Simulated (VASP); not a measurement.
# Pt5Au in VASP: a series of runs

Pt5Au is run at these levels: PBE; tasks: single point.

All numbers are computed with VASP 6.6.1; they aren't measurements. Logs are shortened: lines on timing, memory, paths and dates and some standing lists are left out, and cuts for length are marked.

## Step 1: The cell of the first run

The cell holds a slab with vacuum, 6 atoms: a = 2.808 Å, b = 2.808 Å, c = 25.928 Å, α = 90.00°, β = 90.00°, γ = 90.00°.

## Step 2: Single point, PBE

INCAR reads:

```
SYSTEM = Pt5Au
ALGO = Normal
DIPOL = 0.5 0.5 0.500
EDIFF = 1E-6
ENCUT = 520
GGA = PE
IDIPOL = 3
ISIF = 2
ISMEAR = -1
LASPH = .True.
LCHARG = .False.
LDIPOL = .True.
LREAL = .False.
LWAVE = .False.
NBANDS = 40
NELM = 60
PREC = Accurate
SIGMA = 0.08
```

KPOINTS reads:

```
k-points
0
Gamma
  12 12 1
  0 0 0
```

POSCAR reads:

```
Pt5Au
1.0
    2.8080030017      0.0000000000      0.0000000000
    0.0000000000      2.8080030017      0.0000000000
    0.0000000000      0.0000000000     25.9278000000
Au Pt
1 5
Direct
    0.2500000000      0.2500000000      0.3107378669
    0.7500000000      0.7500000000      0.3854489703
    0.2500000000      0.2500000000      0.4616921291
    0.7500000000      0.7500000000      0.5383078709
    0.2500000000      0.2500000000      0.6145510297
    0.7500000000      0.7500000000      0.6892621332
```

Potentials or basis: VASP PAW PBE potentials, release 64 (Au, Pt).

Run with:

```
cat potpaw_PBE.64/Au/POTCAR potpaw_PBE.64/Pt/POTCAR > POTCAR
mpirun -np 1 vasp_std > vasp.out
```

OUTCAR:

```text
SYSTEM = Pt5Au
   EDIFF = 1E-6
   ENCUT = 520
   GGA = PE
   ISIF = 2
   ISMEAR = -1
   LASPH = .True.
   LREAL = .False.
   NELM = 60
   PREC = Accurate

 ion  position               nearest neighbor table
   1  0.250  0.250  0.311-   2 2.77   2 2.77   2 2.77   2 2.77
   2  0.750  0.750  0.385-   1 2.77   1 2.77   1 2.77   1 2.77   3 2.80   3 2.80   3 2.80   3 2.80

   3  0.250  0.250  0.462-   2 2.80   2 2.80   2 2.80   2 2.80   4 2.81   4 2.81   4 2.81   4 2.81

   4  0.750  0.750  0.538-   5 2.80   5 2.80   5 2.80   5 2.80   3 2.81   3 2.81   3 2.81   3 2.81

   5  0.250  0.250  0.615-   6 2.77   6 2.77   6 2.77   6 2.77   4 2.80   4 2.80   4 2.80   4 2.80

   6  0.750  0.750  0.689-   5 2.77   5 2.77   5 2.77   5 2.77

  LATTYP: Found a simple tetragonal cell.
 ALAT       =     2.8080030017
 C/A-ratio  =     9.2335371381

  Lattice vectors:

 A1 = (   2.8080030017,   0.0000000000,   0.0000000000)
 A2 = (   0.0000000000,   2.8080030017,   0.0000000000)
 A3 = (   0.0000000000,   0.0000000000,  25.9278000000)

Analysis of symmetry for initial positions (statically):
=====================================================================
 Subroutine PRICEL returns:
 Original cell was already a primitive cell.

 Routine SETGRP: Setting up the symmetry group for a
 simple tetragonal supercell.

 Subroutine GETGRP returns: Found  8 space group operations
 (whereof  2 operations were pure point group operations)
 out of a pool of 16 trial point group operations.

The static configuration has the point symmetry C_1h.
 The point group associated with its full space group is C_4v.

Analysis of symmetry for dynamics (positions and initial velocities):
=====================================================================
 Subroutine PRICEL returns:
 Original cell was already a primitive cell.

 Routine SETGRP: Setting up the symmetry group for a
 simple tetragonal supercell.

 Subroutine GETGRP returns: Found  8 space group operations
 (whereof  2 operations were pure point group operations)
 out of a pool of 16 trial point group operations.

The dynamic configuration has the point symmetry C_1h.
 The point group associated with its full space group is C_4v.

 Subroutine INISYM returns: Found  8 space group operations
 (whereof  2 operations are pure point group operations),
 and found     1 'primitive' translations

----------------------------------------------------------------------------------------

                                     Primitive cell

  volume of cell :     204.4376

  direct lattice vectors                    reciprocal lattice vectors
     2.808003002  0.000000000  0.000000000     0.356124975  0.000000000  0.000000000
     0.000000000  2.808003002  0.000000000     0.000000000  0.356124975  0.000000000
     0.000000000  0.000000000 25.927800000     0.000000000  0.000000000  0.038568641

  length of vectors
     2.808003002  2.808003002 25.927800000     0.356124975  0.356124975  0.038568641

  position of ions in fractional coordinates (direct lattice)
     0.250000000  0.250000000  0.310737867
     0.750000000  0.750000000  0.385448970
     0.250000000  0.250000000  0.461692129
     0.750000000  0.750000000  0.538307871
     0.250000000  0.250000000  0.614551030
     0.750000000  0.750000000  0.689262133

  ion indices of the primitive-cell ions
   primitive index   ion index
                 1           1
                 2           2
                 3           3
                 4           4
                 5           5
                 6           6

----------------------------------------------------------------------------------------

 KPOINTS: k-points

Automatic generation of k-mesh.
 Grid dimensions read from file:
 generate k-points for:   12   12    1

 Generating k-lattice:

  Cartesian coordinates                     Fractional coordinates (reciprocal lattice)
     0.029677081  0.000000000  0.000000000     0.083333333  0.000000000  0.000000000
     0.000000000  0.029677081  0.000000000     0.000000000  0.083333333  0.000000000
     0.000000000  0.000000000  0.038568641     0.000000000  0.000000000  1.000000000

  Length of vectors
     0.029677081  0.029677081  0.038568641

  Shift w.r.t. Gamma in fractional coordinates (k-lattice)
     0.000000000  0.000000000  0.000000000

 Subroutine IBZKPT returns following result:
 ===========================================

 Found     28 irreducible k-points:

 Following reciprocal coordinates:
            Coordinates               Weight
  0.000000  0.000000  0.000000      1.000000
  0.083333  0.000000  0.000000      4.000000
  0.166667  0.000000  0.000000      4.000000
  0.250000  0.000000  0.000000      4.000000
  0.333333  0.000000  0.000000      4.000000
  0.416667  0.000000  0.000000      4.000000
[... 16 lines left out ...]
  0.333333  0.333333  0.000000      4.000000
  0.416667  0.333333  0.000000      8.000000
 [... further k-points ...]
   k-points           NKPTS =     28   k-points in BZ     NKDIM =     28   number of bands    NBANDS=     40
   number of dos      NEDOS =    301   number of ions     NIONS =      6
   total plane-waves  NPLWV = 112896
   dimension x,y,z NGX =    24 NGY =   24 NGZ =  196
   dimension x,y,z NGXF=    48 NGYF=   48 NGZF=  392
   ions per type =               1   5
   NGX,Y,Z   is equivalent  to a cutoff of  14.21, 14.21, 12.57 a.u.
   NGXF,Y,Z  is equivalent  to a cutoff of  28.42, 28.42, 25.13 a.u.
 SYSTEM =  Pt5Au
   PREC   = accura    normal or accurate (medium, high low for compatibility)
   ISTART =      0    job   : 0-new  1-cont  2-samecut
   ICHARG =      2    charge: 1-file 2-atom 10-const
   ISPIN  =      1    spin polarized calculation?
   LNONCOLLINEAR =      F non collinear calculations
   LSORBIT =      F    spin-orbit coupling
   LASPH  =      T    aspherical Exc in radial PAW
   ENCUT  =  520.0 eV  38.22 Ry    6.18 a.u.   5.22  5.22 48.21*2*pi/ulx,y,z
   NELM   =     60;   NELMIN=  2; NELMDL= -5     # of ELM steps
   EDIFF  = 0.1E-05   stopping-criterion for ELM
   LREAL  =      F    real-space projection
   EDIFFG = 0.1E-04   stopping-criterion for IOM
   NSW    =      0    number of steps for IOM
   IBRION =     -1    ionic relax: 0-MD 1-quasi-New 2-CG
   NFREE  =      0    steps in history (QN), initial steepest desc. (CG)
   ISIF   =      2    stress and relaxation
   ISYM   =      2    0-nonsym 1-usesym 2-fastsym
   POTIM  = 0.5000    time-step for ionic-motion
   TEBEG  =    0.0;   TEEND  =   0.0 temperature during run
   PSTRESS=    0.0 pullay stress
   NELECT =      61.0000    total number of electrons
   NUPDOWN=      -1.0000    fix difference up-down
   EMIN   =  10.00;   EMAX   =-10.00  energy-range for DOS
   EFERMI =   0.00;   METHOD = LEGACY
   ISMEAR =    -1;   SIGMA  =   0.08  broadening in eV -4-tet -1-fermi 0-gaus
   EFERMI_NEDOS =   21; number of points for ismear=-14 and -15
   IALGO  =     38    algorithm
   IMIX   =      4    mixing-type and parameters
     AMIX     =   0.40;   BMIX     =  1.00
     AMIX_MAG =   1.60;   BMIX_MAG =  1.00
  volume/ion in A,a.u.               =      34.07       229.94
  Fermi-wavevector in a.u.,A,eV,Ry     =   1.093951  2.067268 16.282482  1.196729
  Thomas-Fermi vector in A             =   2.230246
   LORBIT       =      0    0 simple, 1 ext, 2 COOP (PROOUT), +10 PAW based schemes
   GGA     = PE    functional components
   LHFCALC =     F    Hartree Fock is set to
   AEXX    =    0.0000 exact exchange contribution
   IVDW    =     0    specifies the selected vdW correction
   LEPSILON=     F    determine dielectric tensor
   LRPA    =     F    only Hartree local field effects (RPA)
 non-spin polarized calculation
  energy-cutoff  :      520.00
  volume of cell :      204.44
 maximum number of plane-waves:      5568
 NGX is ok and might be reduce to    24
   NGX = 11   NGY = 11   NGZ = 97

 dipolmoment           0.000000      0.000000     -0.033175 electrons x Angstroem

 number of electron      61.0000004 magnetization

 dipolmoment           0.000000      0.000000      0.019754 electrons x Angstroem

 Free energy of the ion-electron system (eV)
  ---------------------------------------------------
  ext. energy  EPLUGINS =         0.00000000
  ---------------------------------------------------
  free energy    TOTEN  =       -32.33711469 eV

  energy without entropy =      -32.15286304  energy(sigma->0) =      -32.24498887

 E-fermi :   1.8850     XC(G=0):  -6.8015

 val. band max:        1.8782895681   @ k =   0.5000   0.0000   0.0000
 cond. band min:       1.8940516749   @ k =   0.4167   0.0000   0.0000
 fundamental gap:      0.0157621068
 Fermi energy:         1.8849513492

 k-point     1 :       0.0000    0.0000    0.0000
  band No.  band energies     occupation
      1      -7.6541      2.00000
      2      -6.8088      2.00000
      3      -5.5678      2.00000
      4      -4.7397      2.00000
      5      -4.5946      2.00000
      6      -4.3115      2.00000
[... 32 lines left out ...]
     39       7.4434      0.00000
     40       8.2720      0.00000

 k-point     2 :       0.0833    0.0000    0.0000
  band No.  band energies     occupation
      1      -7.4800      2.00000
      2      -6.6512      2.00000
      3      -5.4316      2.00000
      4      -4.6123      2.00000
      5      -4.4700      2.00000
      6      -4.1990      2.00000
[... 32 lines left out ...]
     39       7.5756      0.00000
     40       8.4160      0.00000

 k-point     3 :       0.1667    0.0000    0.0000
  band No.  band energies     occupation
      1      -6.9825      2.00000
      2      -6.2226      2.00000
      3      -5.1158      2.00000
      4      -4.3419      2.00000
      5      -4.2650      2.00000
      6      -3.8679      2.00000
[... 853 lines left out ...]
  band No.  band energies     occupation
      1      -4.3629      2.00000
      2      -3.8517      2.00000
      3      -3.7695      2.00000
      4      -3.6890      2.00000
      5      -3.6457      2.00000
      6      -3.3745      2.00000
[... 32 lines left out ...]
     39      10.0114      0.00000
     40      10.4537      0.00000

 k-point    24 :       0.4167    0.3333    0.0000
  band No.  band energies     occupation
      1      -4.3336      2.00000
      2      -4.1093      2.00000
      3      -3.9385      2.00000
      4      -3.9035      2.00000
      5      -3.7326      2.00000
      6      -3.5483      2.00000
[... 32 lines left out ...]
     39       8.8516      0.00000
     40       9.9416      0.00000

 [... further k-points ...]

------------------------ aborting loop because EDIFF is reached ----------------------------------------

 vacuum level on the upper side and lower side of the slab       (xc-potential included)        -0.006        -0.448

  FORCE on cell =-STRESS in cart. coord.  units (eV):
  Direction    XX          YY          ZZ          XY          YZ          ZX
  --------------------------------------------------------------------------------------
  -------------------------------------------------------------------------------------
  Total       -0.6705791     -0.6705791      1.9394817      0.0000000     -0.0000000      0.0000000
  in kB       -5.2553280     -5.2553280     15.1997156      0.0000000     -0.0000000      0.0000000
  external PRESSURE =       1.5630199 kB  Pullay stress =       0.0000000 kB

 VOLUME and BASIS-vectors are now :
 -----------------------------------------------------------------------------
  energy-cutoff  :      520.00
  volume of cell :      204.44
      direct lattice vectors                 reciprocal lattice vectors
     2.808003002  0.000000000  0.000000000     0.356124975  0.000000000  0.000000000
     0.000000000  2.808003002  0.000000000     0.000000000  0.356124975  0.000000000
     0.000000000  0.000000000 25.927800000     0.000000000  0.000000000  0.038568641

 POSITION                                       TOTAL-FORCE (eV/Angst)
 -----------------------------------------------------------------------------------
      0.70200      0.70200      8.05675         0.000000      0.000000     -1.055930
      2.10600      2.10600      9.99384        -0.000000     -0.000000      0.951941
      0.70200      0.70200     11.97066         0.000000     -0.000000      0.150822
      2.10600      2.10600     13.95714        -0.000000      0.000000     -0.000702
      0.70200      0.70200     15.93396         0.000000      0.000000     -0.020150
      2.10600      2.10600     17.87105        -0.000000      0.000000     -0.025981
 -----------------------------------------------------------------------------------
    total drift:                                0.000000     -0.000000     -0.000013

  FREE ENERGIE OF THE ION-ELECTRON SYSTEM (eV)
  ---------------------------------------------------
  free  energy   TOTEN  =       -32.3371146918 eV

  energy  without entropy=      -32.1528630387  energy(sigma->0) =      -32.24498887

 vacuum level on the upper side and lower side of the slab         7.366         6.904
```

Wall time 4.2 min (1 thread of Intel Xeon 6975P-C (Granite Rapids), shared host); peak memory 0.44 GiB.

Results:

* Free energy: -32.3371 eV
* Largest force: 1.056 eV/Å
* Band gap on the k mesh: zero (an odd number of electrons rules out a gap without spin polarisation)

Forces on the atoms (eV/Å):
```
Au   0.000  0.000 -1.056
Pt   0.000  0.000  0.952
Pt   0.000  0.000  0.151
Pt   0.000  0.000 -0.001
Pt   0.000  0.000 -0.020
Pt   0.000  0.000 -0.026
```

Levels at points of the mesh, in eV from the Fermi level:
```tsv
k point	band 27	band 28	band 29	band 30	band 31	band 32	band 33	band 34
(0.00, 0.00, 0.00)	-1.07	-1.07	-0.61	-0.41	-0.41	-0.18	0.06	0.26
(0.50, 0.00, 0.00)	-0.69	-0.46	-0.13	-0.01	0.30	0.64	1.34	1.58
(0.50, 0.50, 0.00)	0.41	0.45	0.60	0.95	2.63	2.63	4.50	4.50
```

Caveat: spin-orbit coupling is left out, which moves the levels of the heavy elements.

## Step 3: Single point, PBE

INCAR reads:

```
ALGO = Normal
DIPOL = 0.5 0.5 0.500
EDIFF = 1E-7
ENCUT = 520
GGA = PE
IDIPOL = 3
ISIF = 2
ISMEAR = -1
LASPH = T
LCHARG = F
LDIPOL = T
LREAL = F
LWAVE = F
NBANDS = 40
NELM = 60
PREC = Accurate
SIGMA = 0.08
```

KPOINTS reads:

```
k-points
0
Gamma
  12 12 1
```

POSCAR is that of step 2.

Potentials or basis: VASP PAW PBE potentials, release 64 (Au, Pt).

Run with:

```
cat potpaw_PBE.64/Au/POTCAR potpaw_PBE.64/Pt/POTCAR > POTCAR
mpirun -np 1 vasp_std > vasp.out
```

It took 5 min on 1 thread of Intel Xeon 6975P-C (Granite Rapids), shared host; peak memory 0.44 GiB.

It converged, with:

* Free energy: -32.3371 eV
* Largest force: 1.056 eV/Å
* Band gap on the k mesh: zero (an odd number of electrons rules out a gap without spin polarisation)

Forces in eV/Å, atoms in the order of the input:
```
Au   0.000  0.000 -1.056
Pt   0.000  0.000  0.952
Pt   0.000  0.000  0.151
Pt   0.000  0.000 -0.001
Pt   0.000  0.000 -0.020
Pt   0.000  0.000 -0.026
```

Levels at points of the mesh, in eV from the Fermi level:
```csv
k point,band 28,band 29,band 30,band 31,band 32,band 33
"(0.00, 0.00, 0.00)",-1.07,-0.61,-0.41,-0.41,-0.18,0.06
"(0.50, 0.00, 0.00)",-0.46,-0.13,-0.01,0.30,0.64,1.34
"(0.50, 0.50, 0.00)",0.45,0.60,0.95,2.63,2.63,4.50
```

Caveat: spin-orbit coupling is left out, which moves the levels of the heavy elements.
